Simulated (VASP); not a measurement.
Runs of VASP 6.6.1 on Cu. The structure is that of space group Im-3m (No. 229), or close to it. The cells are those of the table. This isn't the form of Cu at room conditions, which is fcc.

| task | cell | cutoff (eV) | gap on the mesh (eV) | pressure (GPa) |
| --- | --- | --- | --- | --- |
| single point | a = 2.376 Å, angles 109.4, 109.4, 109.7°, 1 atom | 520 | none | 20.8 |
| relaxation of cell and atoms | relaxed to 20 GPa from a = 2.461 Å, angles 108.2, 108.2, 112.0°, 1 atom | 600 | none | 20.0 |
| single point | a = 2.410 Å, angles 109.0, 109.0, 110.3°, 1 atom | 520 | none | 10.8 |
| relaxation of cell and atoms | relaxed to 10 GPa from a = 2.461 Å, angles 108.2, 108.2, 112.0°, 1 atom | 600 | none | 10.0 |
| single point | a = 2.454 Å, angles 108.4, 108.4, 111.7°, 1 atom | 520 | none | 0.7 |
| relaxation of cell and atoms | relaxed to 5 GPa from a = 2.461 Å, angles 108.2, 108.2, 112.0°, 1 atom | 600 | none | 4.9 |
| relaxation of cell and atoms | relaxed from a = 2.461 Å, angles 108.2, 108.2, 112.0°, 1 atom | 600 | none | 0.0 |
| single point | a = 2.430 Å, angles 108.8, 108.8, 110.9°, 1 atom | 520 | none | (a) |

Alike in all rows: level PBEsol; potentials or basis VASP PAW PBE potentials, release 64 (Cu); no spin polarisation; k mesh 13 × 13 × 13; smearing fermi-dirac 0.1 eV.

Problem. Fill in the values left out.

Solution. (a) 5.8.

Caveats: the PAW data sets were made with another functional, which shifts forces and pressure a little; the cell stands under pressure (at least some runs); the cell is relaxed towards a set pressure, so the run minimises the enthalpy, not the energy (at least some runs).

A gap of «none» marks levels without a gap at the run's occupations.
